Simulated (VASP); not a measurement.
# Si4BN3 (Pmn2_1) in VASP: single point with PBE

Aim: the single point of Si4BN3 with PBE.

Everything below comes from runs of VASP 6.6.1. Logs are shortened: lines on timing, memory, paths and dates and some standing lists are left out, and cuts for length are marked.

## Step 1: The cell of the first run

The structure is orthorhombic, space group Pmn2_1 (No. 31). The conventional cell has a = 5.873 Å, b = 7.216 Å, c = 5.057 Å, α = 90.00°, β = 90.00°, γ = 90.00°. Within 2.3 Å of Si (site symmetry m) lie 3 N at 1.77 to 1.84 Å and 1 B at 2.07 Å. Si (site symmetry m) has 3 N at 1.76 to 1.83 Å and 1 B at 1.97 Å within 2.3 Å. Within 2.4 Å of Si (site symmetry 1) lie 2 N at 1.78 to 1.90 Å and 1 B at 2.00 Å and 1 Si at 2.39 Å. Within 2.6 Å of B (site symmetry m) lie 4 Si at 1.97 to 2.07 Å. N (site symmetry m) has 4 Si at 1.83 to 1.90 Å within 2.4 Å. Within 2.3 Å of N (site symmetry 1) lie 3 Si at 1.76 to 1.78 Å.

## Step 2: Single point, PBE

Contents of INCAR:

```
SYSTEM = Si4BN3
ALGO = Normal
EDIFF = 1E-6
ENCUT = 520
GGA = PE
ISIF = 2
ISMEAR = 0
LASPH = .True.
LCHARG = .False.
LREAL = Auto
LWAVE = .False.
NBANDS = 48
NELM = 80
PREC = Accurate
SIGMA = 0.1
```

Contents of KPOINTS:

```
k-points
0
Gamma
  4 2 2
  0 0 0
```

Contents of POSCAR:

```
Si4BN3
1.0
    0.0000000000      0.0000000000      5.0567576319
    5.8734786454      0.0000000000      0.0000000000
    0.0000000000      7.2156564911      0.0000000000
Si B N
8 2 6
Direct
    0.8757476144      0.0000000000      0.0911555704
    0.3910859993      1.0000000000      0.8543813240
    0.8555730154      0.7037166689      0.7330194797
    0.8555730154      0.2962833311      0.7330194797
    0.3757476144      0.5000000000      0.9088444296
    0.8910859993      0.5000000000      0.1456186760
    0.3555730154      0.7962833311      0.2669805203
    0.3555730154      0.2037166689      0.2669805203
    0.0050115605      0.0000000000      0.8187504491
    0.5050115605      0.5000000000      0.1812495509
    0.0115433435      0.5000000000      0.9058511709
    0.5127327258      0.2684350583      0.7860086286
    0.5127327258      0.7315649417      0.7860086286
    0.5115433435      0.0000000000      0.0941488291
    0.0127327258      0.2315649417      0.2139913714
    0.0127327258      0.7684350583      0.2139913714
```

Potentials or basis: VASP PAW PBE potentials, release 64 (Si, B, N).

On the command line:

```sh
$ cat potpaw_PBE.64/Si/POTCAR potpaw_PBE.64/B/POTCAR potpaw_PBE.64/N/POTCAR > POTCAR
$ mpirun -np 1 vasp_std > vasp.out
```

OUTCAR:

```text
SYSTEM = Si4BN3
   EDIFF = 1E-6
   ENCUT = 520
   GGA = PE
   ISIF = 2
   ISMEAR = 0
   LASPH = .True.
   LREAL = Auto
   NELM = 80
   PREC = Accurate

 ion  position               nearest neighbor table
   1  0.876  0.000  0.091-  15 1.77  16 1.77  14 1.84   9 2.07   6 2.96   6 2.96   2 2.99   8 2.99
                             7 2.99   2 3.12   3 3.12   4 3.12
   2  0.391  0.000  0.854-  12 1.76  13 1.76  14 1.83   9 1.97   5 2.96   5 2.96   1 2.99   3 3.05
                             4 3.05   1 3.12
   3  0.856  0.704  0.733-  13 1.78  11 1.90   9 2.00   4 2.39   5 2.99   2 3.05   1 3.12
   4  0.856  0.296  0.733-  12 1.78  11 1.90   9 2.00   3 2.39   5 2.99   2 3.05   1 3.12
   5  0.376  0.500  0.909-  12 1.77  13 1.77  11 1.84  10 2.07   2 2.96   2 2.96   6 2.99   3 2.99
                             4 2.99   6 3.12   8 3.12   7 3.12
   6  0.891  0.500  0.146-  15 1.76  16 1.76  11 1.83  10 1.97   1 2.96   1 2.96   5 2.99   8 3.05
                             7 3.05   5 3.12
   7  0.356  0.796  0.267-  16 1.78  14 1.90  10 2.00   8 2.39   1 2.99   6 3.05   5 3.12
   8  0.356  0.204  0.267-  15 1.78  14 1.90  10 2.00   7 2.39   1 2.99   6 3.05   5 3.12
   9  0.005  0.000  0.819-   2 1.97   3 2.00   4 2.00   1 2.07
  10  0.505  0.500  0.181-   6 1.97   7 2.00   8 2.00   5 2.07
  11  0.012  0.500  0.906-   6 1.83   5 1.84   3 1.90   4 1.90
  12  0.513  0.268  0.786-   2 1.76   5 1.77   4 1.78
  13  0.513  0.732  0.786-   2 1.76   5 1.77   3 1.78
  14  0.512  0.000  0.094-   2 1.83   1 1.84   7 1.90   8 1.90
  15  0.013  0.232  0.214-   6 1.76   1 1.77   8 1.78
  16  0.013  0.768  0.214-   6 1.76   1 1.77   7 1.78

  LATTYP: Found a simple orthorhombic cell.
 ALAT       =     5.0567576319
 B/A-ratio  =     1.1615108085
 C/A-ratio  =     1.4269334258

  Lattice vectors:

 A1 = (   0.0000000000,   0.0000000000,   5.0567576319)
 A2 = (   5.8734786454,   0.0000000000,   0.0000000000)
 A3 = (   0.0000000000,   7.2156564911,   0.0000000000)

Analysis of symmetry for initial positions (statically):
=====================================================================
 Subroutine PRICEL returns:
 Original cell was already a primitive cell.

 Routine SETGRP: Setting up the symmetry group for a
 simple orthorhombic supercell.

 Subroutine GETGRP returns: Found  4 space group operations
 (whereof  2 operations were pure point group operations)
 out of a pool of  8 trial point group operations.

The static configuration has the point symmetry C_1h.
 The point group associated with its full space group is C_2v.

Analysis of symmetry for dynamics (positions and initial velocities):
=====================================================================
 Subroutine PRICEL returns:
 Original cell was already a primitive cell.

 Routine SETGRP: Setting up the symmetry group for a
 simple orthorhombic supercell.

 Subroutine GETGRP returns: Found  4 space group operations
 (whereof  2 operations were pure point group operations)
 out of a pool of  8 trial point group operations.

The dynamic configuration has the point symmetry C_1h.
 The point group associated with its full space group is C_2v.

 Subroutine INISYM returns: Found  4 space group operations
 (whereof  2 operations are pure point group operations),
 and found     1 'primitive' translations

----------------------------------------------------------------------------------------

                                     Primitive cell

  volume of cell :     214.3105

  direct lattice vectors                    reciprocal lattice vectors
     0.000000000  0.000000000  5.056757632     0.000000000  0.000000000  0.197755177
     5.873478645  0.000000000  0.000000000     0.170256855  0.000000000  0.000000000
     0.000000000  7.215656491  0.000000000     0.000000000  0.138587529  0.000000000

  length of vectors
     5.056757632  5.873478645  7.215656491     0.197755177  0.170256855  0.138587529

  position of ions in fractional coordinates (direct lattice)
     0.875747614  0.000000000  0.091155570
     0.391085999  0.000000000  0.854381324
     0.855573015  0.703716669  0.733019480
     0.855573015  0.296283331  0.733019480
     0.375747614  0.500000000  0.908844430
     0.891085999  0.500000000  0.145618676
[... 8 lines left out ...]
     0.012732726  0.231564942  0.213991371
     0.012732726  0.768435058  0.213991371

  ion indices of the primitive-cell ions
   primitive index   ion index
                 1           1
                 2           2
                 3           3
                 4           4
                 5           5
                 6           6
[... 8 lines left out ...]
                15          15
                16          16

----------------------------------------------------------------------------------------

 KPOINTS: k-points

Automatic generation of k-mesh.
 Grid dimensions read from file:
 generate k-points for:    4    2    2

 Generating k-lattice:

  Cartesian coordinates                     Fractional coordinates (reciprocal lattice)
     0.000000000  0.000000000  0.049438794     0.250000000  0.000000000  0.000000000
     0.085128427  0.000000000  0.000000000     0.000000000  0.500000000  0.000000000
     0.000000000  0.069293764  0.000000000     0.000000000  0.000000000  0.500000000

  Length of vectors
     0.049438794  0.085128427  0.069293764

  Shift w.r.t. Gamma in fractional coordinates (k-lattice)
     0.000000000  0.000000000  0.000000000

 Subroutine IBZKPT returns following result:
 ===========================================

 Found     12 irreducible k-points:

 Following reciprocal coordinates:
            Coordinates               Weight
  0.000000  0.000000  0.000000      1.000000
  0.250000  0.000000  0.000000      2.000000
  0.500000  0.000000  0.000000      1.000000
  0.000000  0.500000  0.000000      1.000000
  0.250000  0.500000  0.000000      2.000000
  0.500000  0.500000  0.000000      1.000000
  0.000000  0.000000  0.500000      1.000000
  0.250000  0.000000  0.500000      2.000000
  0.500000  0.000000  0.500000      1.000000
  0.000000  0.500000  0.500000      1.000000
  0.250000  0.500000  0.500000      2.000000
  0.500000  0.500000  0.500000      1.000000
   k-points           NKPTS =     12   k-points in BZ     NKDIM =     12   number of bands    NBANDS=     48
   number of dos      NEDOS =    301   number of ions     NIONS =     16
   total plane-waves  NPLWV = 103680
   dimension x,y,z NGX =    40 NGY =   48 NGZ =   54
   dimension x,y,z NGXF=    80 NGYF=   96 NGZF=  108
   ions per type =               8   2   6
   NGX,Y,Z   is equivalent  to a cutoff of  13.15, 13.59, 12.44 a.u.
   NGXF,Y,Z  is equivalent  to a cutoff of  26.30, 27.17, 24.88 a.u.
 SYSTEM =  Si4BN3
   PREC   = accura    normal or accurate (medium, high low for compatibility)
   ISTART =      0    job   : 0-new  1-cont  2-samecut
   ICHARG =      2    charge: 1-file 2-atom 10-const
   ISPIN  =      1    spin polarized calculation?
   LNONCOLLINEAR =      F non collinear calculations
   LSORBIT =      F    spin-orbit coupling
   LASPH  =      T    aspherical Exc in radial PAW
   ENCUT  =  520.0 eV  38.22 Ry    6.18 a.u.   9.40 10.92 13.42*2*pi/ulx,y,z
   NELM   =     80;   NELMIN=  2; NELMDL= -5     # of ELM steps
   EDIFF  = 0.1E-05   stopping-criterion for ELM
   LREAL  =      T    real-space projection
   EDIFFG = 0.1E-04   stopping-criterion for IOM
   NSW    =      0    number of steps for IOM
   IBRION =     -1    ionic relax: 0-MD 1-quasi-New 2-CG
   NFREE  =      0    steps in history (QN), initial steepest desc. (CG)
   ISIF   =      2    stress and relaxation
   ISYM   =      2    0-nonsym 1-usesym 2-fastsym
   POTIM  = 0.5000    time-step for ionic-motion
   TEBEG  =    0.0;   TEEND  =   0.0 temperature during run
   PSTRESS=    0.0 pullay stress
   NELECT =      68.0000    total number of electrons
   NUPDOWN=      -1.0000    fix difference up-down
   EMIN   =  10.00;   EMAX   =-10.00  energy-range for DOS
   EFERMI =   0.00;   METHOD = LEGACY
   ISMEAR =     0;   SIGMA  =   0.10  broadening in eV -4-tet -1-fermi 0-gaus
   EFERMI_NEDOS =   21; number of points for ismear=-14 and -15
   IALGO  =     38    algorithm
   IMIX   =      4    mixing-type and parameters
     AMIX     =   0.40;   BMIX     =  1.00
     AMIX_MAG =   1.60;   BMIX_MAG =  1.00
  volume/ion in A,a.u.               =      13.39        90.39
  Fermi-wavevector in a.u.,A,eV,Ry     =   1.116598  2.110063 16.963609  1.246790
  Thomas-Fermi vector in A             =   2.253213
   LORBIT       =      0    0 simple, 1 ext, 2 COOP (PROOUT), +10 PAW based schemes
   GGA     = PE    functional components
   LHFCALC =     F    Hartree Fock is set to
   AEXX    =    0.0000 exact exchange contribution
   IVDW    =     0    specifies the selected vdW correction
   LEPSILON=     F    determine dielectric tensor
   LRPA    =     F    only Hartree local field effects (RPA)
 non-spin polarized calculation
 Gauss-broadening in eV      SIGMA  =   0.10
  energy-cutoff  :      520.00
  volume of cell :      214.31
 maximum number of plane-waves:      5837
 NGX is ok and might be reduce to    40
   NGX = 19   NGY = 21   NGZ = 27

 number of electron      68.0000001 magnetization

 Free energy of the ion-electron system (eV)
  ---------------------------------------------------
  ext. energy  EPLUGINS =         0.00000000
  ---------------------------------------------------
  free energy    TOTEN  =      -112.15583863 eV

  energy without entropy =     -112.15583863  energy(sigma->0) =     -112.15583863

 E-fermi :   6.3366     XC(G=0):  -9.7940

 val. band max:        5.9036287889   @ k =   0.0000   0.0000   0.5000
 cond. band min:       6.7923059807   @ k =   0.2500   0.0000   0.5000
 fundamental gap:      0.8886771918
 Fermi energy:         6.3365626752

 k-point     1 :       0.0000    0.0000    0.0000
  band No.  band energies     occupation
      1     -12.5842      2.00000
      2     -11.4201      2.00000
      3     -10.9371      2.00000
      4     -10.0237      2.00000
      5      -9.7952      2.00000
      6      -9.7674      2.00000
[... 38 lines left out ...]
     45      11.0425      0.00000
     46      11.3765      0.00000
[... 497 lines left out ...]
      5     -10.0954      2.00000
      6     -10.0954      2.00000
[... 38 lines left out ...]
     45      11.2156      0.00000
     46      11.2156      0.00000
 [bands above 46 left out]

------------------------ aborting loop because EDIFF is reached ----------------------------------------

  FORCE on cell =-STRESS in cart. coord.  units (eV):
  Direction    XX          YY          ZZ          XY          YZ          ZX
  --------------------------------------------------------------------------------------
  -------------------------------------------------------------------------------------
  Total       -0.7355447      0.7233012     -0.0114470      0.0000000      0.0000000      0.0000000
  in kB       -5.4989059      5.4073740     -0.0855775      0.0000000      0.0000000      0.0000000
  external PRESSURE =      -0.0590365 kB  Pullay stress =       0.0000000 kB

 VOLUME and BASIS-vectors are now :
 -----------------------------------------------------------------------------
  energy-cutoff  :      520.00
  volume of cell :      214.31
      direct lattice vectors                 reciprocal lattice vectors
     0.000000000  0.000000000  5.056757632     0.000000000  0.000000000  0.197755177
     5.873478645  0.000000000  0.000000000     0.170256855  0.000000000  0.000000000
     0.000000000  7.215656491  0.000000000     0.000000000  0.138587529  0.000000000

 POSITION                                       TOTAL-FORCE (eV/Angst)
 -----------------------------------------------------------------------------------
      0.00000      0.65775      4.42844         0.000000      0.082902      0.030843
      0.00000      6.16492      1.97763         0.000000     -0.060374      0.060047
      4.13326      5.28922      4.32643         0.002763     -0.098437     -0.068766
      1.74021      5.28922      4.32643        -0.002763     -0.098437     -0.068766
      2.93674      6.55791      1.90006         0.000000     -0.082902      0.030843
      2.93674      1.05073      4.50601         0.000000      0.060374      0.060047
[... 8 lines left out ...]
      1.36009      1.54409      0.06439         0.046789     -0.035336     -0.006817
      4.51339      1.54409      0.06439        -0.046789     -0.035336     -0.006817
 -----------------------------------------------------------------------------------
    total drift:                                0.000000      0.000000      0.005116

  FREE ENERGIE OF THE ION-ELECTRON SYSTEM (eV)
  ---------------------------------------------------
  free  energy   TOTEN  =      -112.1558386312 eV

  energy  without entropy=     -112.1558386311  energy(sigma->0) =     -112.15583863
```

Run time: 3.1 min. Hardware: 1 thread of Intel Xeon Platinum 8259CL at 2.50GHz (Skylake/Cascade Lake), shared host; peak memory 0.34 GiB.

What came out:

```yaml
Free_energy: -112.1558 eV
Pressure: 0.0 GPa
Largest_force: 0.122 eV/Å
Band_gap_on_the_k_mesh: 0.89 eV, indirect (least direct gap 1.03 eV)
```

Forces in eV/Å, atoms in the order of the input:
```
Si   0.000  0.083  0.031
Si   0.000 -0.060  0.060
Si   0.003 -0.098 -0.069
Si  -0.003 -0.098 -0.069
Si   0.000 -0.083  0.031
Si   0.000  0.060  0.060
Si  -0.003  0.098 -0.069
Si   0.003  0.098 -0.069
B    0.000 -0.037  0.037
B    0.000  0.037  0.037
N    0.000  0.120  0.023
N   -0.047  0.035 -0.007
N    0.047  0.035 -0.007
N    0.000 -0.120  0.023
N    0.047 -0.035 -0.007
N   -0.047 -0.035 -0.007
```

Caveat: the k points lie up to 0.53 Å⁻¹ apart. PBE gaps usually lie below the measured ones, often by a third to a half.
